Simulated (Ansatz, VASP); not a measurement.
Au: VASP beside Ansatz

```
Au
1.0
    -1.63398    1.63398    1.63398
     1.63398   -1.63398    1.63398
     1.63398    1.63398   -1.63398
Au
1
Direct
  0.00000 0.00000 0.00000
```

Alike in both runs: task single point; functional PBE; k mesh 18 × 18 × 18; occupations gaussian, width 0.1 eV; no spin polarisation.

|  | VASP | Ansatz |
| --- | --- | --- |
| version | VASP 6.6.1 | Ansatz 0.2.0 |
| potentials or method | VASP PAW PBE potentials, release 64 (Au), cutoff 520 eV | scalar-relativistic, plane waves, PAW |
| valence electrons in the cell | 11 | 19 |

Ansatz gave:

```
gap on the k mesh at the Fermi level (eV) : none
pressure (GPa)                            : 4.7
```

Estimate VASP's values.

gap on the k mesh at the Fermi level (eV): none; pressure (GPa): 4.5.

A gap of «none» marks a metal or a gap that the smearing closes. VASP's potentials hold 11 valence electrons a cell and Ansatz's 19, so a difference there can come from the potentials and not from the codes.

Neither program's run includes spin-orbit coupling.
